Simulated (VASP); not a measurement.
Wanted: the native input for a VASP 6.6.1 run.

* Task: single point
* Functional: PBEsol
* Potentials or basis: VASP PAW PBE potentials, release 64 (Mo_sv)
* Cutoff: 520 eV
* k mesh: 12 × 12 × 11
* Occupations: methfessel-paxton, width 0.1 eV
* Spin: no spin polarisation
* Dipole correction: no
* Further INCAR settings: ALGO = Normal; EDIFF = 1e-06; NBANDS = 13

The structure of Mo lies in POSCAR:

```
Mo
1.0
    2.7355100000      0.0000000000      0.0000000000
   -1.3677550000      2.3690210000      0.0000000000
    0.0000000000      0.0000000000      2.5551810000
Mo
1
Direct
    0.0000000000      0.0000000000      0.5000000000
```

One way to write it, as run:

INCAR

```
PREC = Accurate
ENCUT = 520
EDIFF = 1E-6
ISMEAR = 1
SIGMA = 0.1
LREAL = F
LASPH = T
NELM = 60
ALGO = Normal
ISIF = 2
LWAVE = F
LCHARG = F
GGA = PS
NBANDS = 13
```

KPOINTS

```
regular mesh
0
Gamma
  12 12 11
```

Potentials or basis: VASP PAW PBE potentials, release 64 (Mo_sv).

The run is started by

```sh
$ cat potpaw_PBE.64/Mo_sv/POTCAR > POTCAR
$ mpirun -np 1 vasp_std > vasp.out
```

Results of the run:

- Pressure: -4.2 GPa
- Band gap on the k mesh: zero (band 7 reaches 12.41 eV, above the bottom of band 8 at 10.54 eV)

Caveat: the PAW data sets were made with another functional, which shifts forces and pressure a little.

Run time: 23 s on 1 thread of Intel Xeon 8259CL (shared host), peak memory 0.14 GiB.
